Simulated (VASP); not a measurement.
# Ti (P6_3/mmc) in VASP: a series of runs

Runs on Ti. Level: PBEsol. Tasks: single point.

Everything below comes from runs of VASP 6.6.1. Logs are shortened: lines on timing, memory, paths and dates and some standing lists are left out, and cuts for length are marked.

## 1. The cell of the first run

Symmetry: P6_3/mmc, No. 194, hexagonal system. Conventional cell: a = 2.900 Å, b = 2.900 Å, c = 4.601 Å, α = 90.00°, β = 90.00°, γ = 120.00°. Within 3.7 Å of Ti (site symmetry -6m2) lie 12 Ti at 2.85 to 2.90 Å.

## 2. Single point, PBEsol

The input, INCAR:

```
SYSTEM = Ti
PREC = Accurate
ENCUT = 520
EDIFF = 1E-7
ISMEAR = -1
SIGMA = 0.1
LREAL = .FALSE.
LASPH = .TRUE.
NELM = 60
ALGO = Normal
ISIF = 2
LWAVE = .FALSE.
LCHARG = .TRUE.
GGA = PS
LELF = .TRUE.
LVHAR = .TRUE.
NBANDS = 19
```

The input, KPOINTS:

```
Automatic mesh
0
G
  11 11 6
  0 0 0
```

The input, POSCAR:

```
Ti
1.0
    2.8999903389      0.0000000000      0.0000000000
   -1.4499951694      2.5114604468      0.0000000000
    0.0000000000      0.0000000000      4.6006626393
Ti
2
Direct
    0.3333333333      0.6666666667      0.2500000000
    0.6666666667      0.3333333333      0.7500000000
```

Potentials or basis: VASP PAW PBE potentials, release 64 (Ti_sv).

Run with:

```bash
$ cat potpaw_PBE.64/Ti_sv/POTCAR > POTCAR
$ mpirun -np 1 vasp_std > vasp.out
```

OUTCAR:

```text
SYSTEM = Ti
   PREC = Accurate
   ENCUT = 520
   EDIFF = 1E-7
   ISMEAR = -1
   LREAL = .FALSE.
   LASPH = .TRUE.
   NELM = 60
   ISIF = 2
   GGA = PS

 ion  position               nearest neighbor table
   1  0.333  0.667  0.250-   2 2.85   2 2.85   2 2.85   2 2.85   2 2.85   2 2.85
   2  0.667  0.333  0.750-   1 2.85   1 2.85   1 2.85   1 2.85   1 2.85   1 2.85

  LATTYP: Found a hexagonal cell.
 ALAT       =     2.8999903389
 C/A-ratio  =     1.5864406780

  Lattice vectors:

 A1 = (   2.8999903389,   0.0000000000,   0.0000000000)
 A2 = (  -1.4499951694,   2.5114604468,   0.0000000000)
 A3 = (   0.0000000000,   0.0000000000,   4.6006626393)

Analysis of symmetry for initial positions (statically):
=====================================================================
 Subroutine PRICEL returns:
 Original cell was already a primitive cell.

 Routine SETGRP: Setting up the symmetry group for a
 hexagonal supercell.

 Subroutine GETGRP returns: Found 24 space group operations
 (whereof 12 operations were pure point group operations)
 out of a pool of 24 trial point group operations.

The static configuration has the point symmetry D_3d.
 The point group associated with its full space group is D_6h.

Analysis of symmetry for dynamics (positions and initial velocities):
=====================================================================
 Subroutine PRICEL returns:
 Original cell was already a primitive cell.

 Routine SETGRP: Setting up the symmetry group for a
 hexagonal supercell.

 Subroutine GETGRP returns: Found 24 space group operations
 (whereof 12 operations were pure point group operations)
 out of a pool of 24 trial point group operations.

The dynamic configuration has the point symmetry D_3d.
 The point group associated with its full space group is D_6h.

 Subroutine INISYM returns: Found 24 space group operations
 (whereof 12 operations are pure point group operations),
 and found     1 'primitive' translations

----------------------------------------------------------------------------------------

                                     Primitive cell

  volume of cell :      33.5076

  direct lattice vectors                    reciprocal lattice vectors
     2.899990339  0.000000000  0.000000000     0.344828735  0.199087348  0.000000000
    -1.449995169  2.511460447  0.000000000     0.000000000  0.398174696  0.000000000
     0.000000000  0.000000000  4.600662639     0.000000000  0.000000000  0.217359993

  length of vectors
     2.899990339  2.899986132  4.600662639     0.398174118  0.398174696  0.217359993

  position of ions in fractional coordinates (direct lattice)
     0.333333333  0.666666667  0.250000000
     0.666666667  0.333333333  0.750000000

  ion indices of the primitive-cell ions
   primitive index   ion index
                 1           1
                 2           2

----------------------------------------------------------------------------------------

 KPOINTS: Automatic mesh

Automatic generation of k-mesh.
 Grid dimensions read from file:
 generate k-points for:   11   11    6

 Generating k-lattice:

  Cartesian coordinates                     Fractional coordinates (reciprocal lattice)
     0.031348067  0.018098850  0.000000000     0.090909091  0.000000000  0.000000000
     0.000000000  0.036197700  0.000000000     0.000000000  0.090909091  0.000000000
     0.000000000  0.000000000  0.036226666     0.000000000  0.000000000  0.166666667

  Length of vectors
     0.036197647  0.036197700  0.036226666

  Shift w.r.t. Gamma in fractional coordinates (k-lattice)
     0.000000000  0.000000000  0.000000000

 Subroutine IBZKPT returns following result:
 ===========================================

 Found     64 irreducible k-points:

 Following reciprocal coordinates:
            Coordinates               Weight
  0.000000  0.000000  0.000000      1.000000
  0.090909  0.000000  0.000000      6.000000
  0.181818 -0.000000  0.000000      6.000000
  0.272727  0.000000  0.000000      6.000000
  0.363636  0.000000  0.000000      6.000000
  0.454545  0.000000  0.000000      6.000000
[... 16 lines left out ...]
  0.090909  0.090909  0.166667     12.000000
  0.181818  0.090909  0.166667     24.000000
 [... further k-points ...]
   k-points           NKPTS =     64   k-points in BZ     NKDIM =     64   number of bands    NBANDS=     19
   number of dos      NEDOS =    301   number of ions     NIONS =      2
   total plane-waves  NPLWV =  20736
   dimension x,y,z NGX =    24 NGY =   24 NGZ =   36
   dimension x,y,z NGXF=    48 NGYF=   48 NGZF=   72
   ions per type =               2
   NGX,Y,Z   is equivalent  to a cutoff of  13.76, 13.76, 13.01 a.u.
   NGXF,Y,Z  is equivalent  to a cutoff of  27.52, 27.52, 26.02 a.u.
 SYSTEM =  Ti
   PREC   = accura    normal or accurate (medium, high low for compatibility)
   ISTART =      0    job   : 0-new  1-cont  2-samecut
   ICHARG =      2    charge: 1-file 2-atom 10-const
   ISPIN  =      1    spin polarized calculation?
   LNONCOLLINEAR =      F non collinear calculations
   LSORBIT =      F    spin-orbit coupling
   LASPH  =      T    aspherical Exc in radial PAW
   ENCUT  =  520.0 eV  38.22 Ry    6.18 a.u.   5.39  5.39  8.55*2*pi/ulx,y,z
   NELM   =     60;   NELMIN=  2; NELMDL= -5     # of ELM steps
   EDIFF  = 0.1E-06   stopping-criterion for ELM
   LREAL  =      F    real-space projection
   EDIFFG = 0.1E-05   stopping-criterion for IOM
   NSW    =      0    number of steps for IOM
   IBRION =     -1    ionic relax: 0-MD 1-quasi-New 2-CG
   NFREE  =      0    steps in history (QN), initial steepest desc. (CG)
   ISIF   =      2    stress and relaxation
   ISYM   =      2    0-nonsym 1-usesym 2-fastsym
   POTIM  = 0.5000    time-step for ionic-motion
   TEBEG  =    0.0;   TEEND  =   0.0 temperature during run
   PSTRESS=    0.0 pullay stress
   NELECT =      24.0000    total number of electrons
   NUPDOWN=      -1.0000    fix difference up-down
   EMIN   =  10.00;   EMAX   =-10.00  energy-range for DOS
   EFERMI =   0.00;   METHOD = LEGACY
   ISMEAR =    -1;   SIGMA  =   0.10  broadening in eV -4-tet -1-fermi 0-gaus
   EFERMI_NEDOS =   21; number of points for ismear=-14 and -15
   IALGO  =     38    algorithm
   IMIX   =      4    mixing-type and parameters
     AMIX     =   0.40;   BMIX     =  1.00
     AMIX_MAG =   1.60;   BMIX_MAG =  1.00
  volume/ion in A,a.u.               =      16.75       113.06
  Fermi-wavevector in a.u.,A,eV,Ry     =   1.464752  2.767980 29.191285  2.145499
  Thomas-Fermi vector in A             =   2.580691
   LORBIT       =      0    0 simple, 1 ext, 2 COOP (PROOUT), +10 PAW based schemes
   GGA     = PS    functional components
   LHFCALC =     F    Hartree Fock is set to
   AEXX    =    0.0000 exact exchange contribution
   IVDW    =     0    specifies the selected vdW correction
   LEPSILON=     F    determine dielectric tensor
   LRPA    =     F    only Hartree local field effects (RPA)
 non-spin polarized calculation
  energy-cutoff  :      520.00
  volume of cell :       33.51
 maximum number of plane-waves:       929
 NGX is ok and might be reduce to    24
   NGX = 11   NGY = 11   NGZ = 17

 number of electron      23.9999999 magnetization

 Free energy of the ion-electron system (eV)
  ---------------------------------------------------
  ext. energy  EPLUGINS =         0.00000000
  ---------------------------------------------------
  free energy    TOTEN  =       -16.71354664 eV

  energy without entropy =      -16.63744049  energy(sigma->0) =      -16.67549356

 E-fermi :   8.5728     XC(G=0): -11.8081

 val. band max:        8.5380823659   @ k =   0.3636   0.1818   0.3333
 cond. band min:       8.5820475769   @ k =   0.3636   0.2727   0.3333
 fundamental gap:      0.0439652110
 Fermi energy:         8.5728071758

 k-point     1 :       0.0000    0.0000    0.0000
  band No.  band energies     occupation
      1     -47.9672      2.00000
      2     -47.8067      2.00000
      3     -24.6964      2.00000
      4     -23.9773      2.00000
      5     -23.9773      2.00000
      6     -23.8912      2.00000
[... 11 lines left out ...]
     18      10.2909      0.00000
     19      11.9019      0.00000

 k-point     2 :       0.0909    0.0000    0.0000
  band No.  band energies     occupation
      1     -47.9576      2.00000
      2     -47.8028      2.00000
      3     -24.6757      2.00000
      4     -24.0198      2.00000
      5     -23.9914      2.00000
      6     -23.9086      2.00000
[... 11 lines left out ...]
     18      10.1573      0.00000
     19      11.9730      0.00000

 k-point     3 :       0.1818   -0.0000    0.0000
  band No.  band energies     occupation
      1     -47.9313      2.00000
      2     -47.7932      2.00000
      3     -24.6174      2.00000
      4     -24.1346      2.00000
      5     -24.0278      2.00000
      6     -24.0239      2.00000
[... 11 lines left out ...]
     18      10.4980      0.00000
     19      12.1135      0.00000

 k-point     4 :       0.2727    0.0000    0.0000
  band No.  band energies     occupation
      1     -47.8949      2.00000
      2     -47.7823      2.00000
      3     -24.5314      2.00000
      4     -24.2865      2.00000
      5     -24.1688      2.00000
      6     -24.0732      2.00000
[... 11 lines left out ...]
     18      11.1192      0.00000
     19      12.2346      0.00000

 k-point     5 :       0.3636    0.0000    0.0000
  band No.  band energies     occupation
      1     -47.8578      2.00000
      2     -47.7757      2.00000
      3     -24.4351      2.00000
      4     -24.4269      2.00000
      5     -24.2967      2.00000
      6     -24.1135      2.00000
[... 11 lines left out ...]
     18      11.7811      0.00000
     19      12.3093      0.00000

 k-point     6 :       0.4545    0.0000    0.0000
  band No.  band energies     occupation
      1     -47.8319      2.00000
      2     -47.7755      2.00000
      3     -24.5103      2.00000
      4     -24.3708      2.00000
      5     -24.3592      2.00000
      6     -24.1369      2.00000
[... 11 lines left out ...]
     18      12.3426      0.00000
     19      12.8109      0.00000

 k-point     7 :       0.0909    0.0909    0.0000
  band No.  band energies     occupation
      1     -47.9397      2.00000
      2     -47.7961      2.00000
      3     -24.6362      2.00000
      4     -24.0886      2.00000
      5     -24.0412      2.00000
      6     -23.9668      2.00000
[... 11 lines left out ...]
     18      10.4076      0.00000
     19      12.0552      0.00000

 k-point     8 :       0.1818    0.0909    0.0000
  band No.  band energies     occupation
      1     -47.9083      2.00000
      2     -47.7859      2.00000
      3     -24.5638      2.00000
      4     -24.2110      2.00000
      5     -24.1460      2.00000
      6     -24.0349      2.00000
[... 256 lines left out ...]
 k-point    20 :       0.2727    0.0000    0.1667
  band No.  band energies     occupation
      1     -47.8874      2.00000
      2     -47.7899      2.00000
      3     -24.5246      2.00000
      4     -24.2603      2.00000
      5     -24.2022      2.00000
      6     -24.0624      2.00000
[... 11 lines left out ...]
     18      11.0398      0.00000
     19      12.1554      0.00000

 k-point    21 :       0.3636    0.0000    0.1667
  band No.  band energies     occupation
      1     -47.8523      2.00000
      2     -47.7812      2.00000
      3     -24.5139      2.00000
      4     -24.3621      2.00000
      5     -24.2924      2.00000
      6     -24.1015      2.00000
[... 11 lines left out ...]
     18      11.6651      0.00000
     19      12.2306      0.00000

 k-point    22 :       0.4545    0.0000    0.1667
  band No.  band energies     occupation
      1     -47.8281      2.00000
      2     -47.7792      2.00000
      3     -24.5576      2.00000
      4     -24.4220      2.00000
      5     -24.2810      2.00000
      6     -24.1242      2.00000
[... 11 lines left out ...]
     18      12.3243      0.00000
     19      12.6047      0.00000

 k-point    23 :       0.0909    0.0909    0.1667
  band No.  band energies     occupation
      1     -47.9302      2.00000
      2     -47.8058      2.00000
      3     -24.5957      2.00000
      4     -24.0756      2.00000
      5     -24.0555      2.00000
      6     -24.0003      2.00000
[... 11 lines left out ...]
     18      10.5678      0.00000
     19      12.0248      0.00000

 k-point    24 :       0.1818    0.0909    0.1667
  band No.  band energies     occupation
      1     -47.9001      2.00000
      2     -47.7942      2.00000
      3     -24.5423      2.00000
      4     -24.1972      2.00000
      5     -24.1628      2.00000
      6     -24.0483      2.00000
[... 11 lines left out ...]
     18      11.0035      0.00000
     19      12.0982      0.00000

 [... further k-points ...]

------------------------ aborting loop because EDIFF is reached ----------------------------------------

  FORCE on cell =-STRESS in cart. coord.  units (eV):
  Direction    XX          YY          ZZ          XY          YZ          ZX
  --------------------------------------------------------------------------------------
  -------------------------------------------------------------------------------------
  Total       -0.0539762     -0.0539760     -0.1086015     -0.0000000     -0.0000000      0.0000000
  in kB       -2.5808914     -2.5808814     -5.1928162     -0.0000000     -0.0000000      0.0000000
  external PRESSURE =      -3.4515297 kB  Pullay stress =       0.0000000 kB

 VOLUME and BASIS-vectors are now :
 -----------------------------------------------------------------------------
  energy-cutoff  :      520.00
  volume of cell :       33.51
      direct lattice vectors                 reciprocal lattice vectors
     2.899990339  0.000000000  0.000000000     0.344828735  0.199087348  0.000000000
    -1.449995169  2.511460447  0.000000000     0.000000000  0.398174696  0.000000000
     0.000000000  0.000000000  4.600662639     0.000000000  0.000000000  0.217359993

 POSITION                                       TOTAL-FORCE (eV/Angst)
 -----------------------------------------------------------------------------------
     -0.00000      1.67431      1.15017         0.000000     -0.000000      0.000000
      1.45000      0.83715      3.45050        -0.000000      0.000000      0.000000
 -----------------------------------------------------------------------------------
    total drift:                                0.000000     -0.000000      0.000000

  FREE ENERGIE OF THE ION-ELECTRON SYSTEM (eV)
  ---------------------------------------------------
  free  energy   TOTEN  =       -16.7135466406 eV

  energy  without entropy=      -16.6374404886  energy(sigma->0) =      -16.67549356
```

Wall time 20 s (1 thread of Intel Xeon Platinum 8488C (Sapphire Rapids), shared host); peak memory 0.17 GiB.

Results:

- Free energy: -16.7135 eV
- Pressure: -0.3 GPa
- Band gap on the k mesh: zero (band 12 reaches 9.39 eV, above the bottom of band 13 at 8.38 eV)

Caveat: the PAW data sets were made with another functional, which shifts forces and pressure a little.

## 3. Single point, PBEsol

This run uses another cell than the first one, of 17.28 Å³/atom, 1.032 times its volume.

The input, INCAR:

```
ALGO = Normal
EDIFF = 1E-6
ENCUT = 520
GGA = PS
ISIF = 2
ISMEAR = -1
LASPH = T
LCHARG = F
LREAL = F
LWAVE = F
NBANDS = 19
NELM = 80
PREC = Accurate
SIGMA = 0.1
```

The input, KPOINTS:

```
k-points
0
Gamma
  11 11 6
```

The input, POSCAR:

```
Ti
1.0
    2.9302007457      0.0000000000      0.0000000000
   -1.4651003729      2.5376233760      0.0000000000
    0.0000000000      0.0000000000      4.6485896576
Ti
2
Direct
    0.3333333333      0.6666666667      0.2500000000
    0.6666666667      0.3333333333      0.7500000000
```

Potentials or basis: VASP PAW PBE potentials, release 64 (Ti_sv).

Run with:

```bash
$ cat potpaw_PBE.64/Ti_sv/POTCAR > POTCAR
$ mpirun -np 1 vasp_std > vasp.out
```

Wall time 18 s (1 thread of Intel Xeon Platinum 8488C (Sapphire Rapids), shared host); peak memory 0.17 GiB.

It converged, with:

- Free energy: -16.7001 eV
- Pressure: -3.7 GPa
- Band gap on the k mesh: zero (band 12 reaches 9.04 eV, above the bottom of band 13 at 8.04 eV)

Stress tensor (GPa, compression positive):
```
-3.63  0.00  0.00
 0.00 -3.63  0.00
 0.00  0.00 -3.96
```

Levels at points of the mesh, in eV from the Fermi level:
```tsv
k point	band 9	band 10	band 11	band 12	band 13	band 14	band 15	band 16
(0.00, 0.00, 0.00)	-6.20	-2.68	0.80	0.80	0.80	0.91	1.30	1.30
(0.00, 0.00, 0.50)	-4.34	-4.34	0.11	0.11	0.71	0.71	0.71	0.71
```

Caveat: the PAW data sets were made with another functional, which shifts forces and pressure a little.

## 4. Single point, PBEsol

This run uses another cell than the first one, of 17.81 Å³/atom, 1.063 times its volume.

The input, INCAR:

```
SYSTEM = Ti
ALGO     = Normal         ! electronic algorithm
EDIFF    = 1E-7           ! SCF threshold, eV
ENCUT    = 520            ! plane-wave cutoff, eV
GGA      = PS             ! functional
ISIF     = 2              ! what is computed and relaxed
ISMEAR   = -1             ! smearing method
LASPH    = .True.         ! aspherical terms in the spheres
LCHARG   = .False.        ! write CHGCAR
LREAL    = .False.        ! projectors in reciprocal space
LWAVE    = .False.        ! write WAVECAR
NBANDS   = 19             ! bands
NELM     = 80             ! most SCF steps
PREC     = Accurate       ! precision mode
SIGMA    = 0.1            ! smearing width, eV
```

The input, KPOINTS:

```
k-points
0
Gamma
  11 11 6
  0 0 0
```

The input, POSCAR:

```
Ti
1.0
    2.9598007364      0.0000000000      0.0000000000
   -1.4799003682      2.5632576703      0.0000000000
    0.0000000000      0.0000000000      4.6955482870
Ti
2
Direct
    0.3333333333      0.6666666667      0.2500000000
    0.6666666667      0.3333333333      0.7500000000
```

Run with:

```bash
$ cat potpaw_PBE.64/Ti_sv/POTCAR > POTCAR
$ mpirun -np 1 vasp_std > vasp.out
```

It took 19 s on 1 thread of Intel Xeon Platinum 8488C (Sapphire Rapids), shared host; peak memory 0.17 GiB.

It converged, with:

```yaml
Free_energy: -16.6655 eV
Pressure: -6.7 GPa
Band_gap_on_the_k_mesh: zero (band 12 reaches 8.71 eV, above the bottom of band 13 at 7.71 eV)
```

Stress tensor (GPa, compression positive):
```
-6.61  0.00  0.00
 0.00 -6.61  0.00
 0.00  0.00 -6.98
```

Levels at points of the mesh, in eV from the Fermi level:
| k point | band 8 | band 9 | band 10 | band 11 | band 12 | band 13 | band 14 | band 15 | band 16 | band 17 |
| --- | --- | --- | --- | --- | --- | --- | --- | --- | --- | --- |
| (0.00, 0.00, 0.00) | -32.61 | -6.13 | -2.61 | 0.73 | 0.78 | 0.78 | 0.89 | 1.26 | 1.26 | 1.61 |
| (0.00, 0.00, 0.50) | -32.66 | -4.31 | -4.31 | 0.11 | 0.11 | 0.69 | 0.69 | 0.69 | 0.69 | 2.74 |

Caveat: the PAW data sets were made with another functional, which shifts forces and pressure a little.

[end of part 1 of 2]
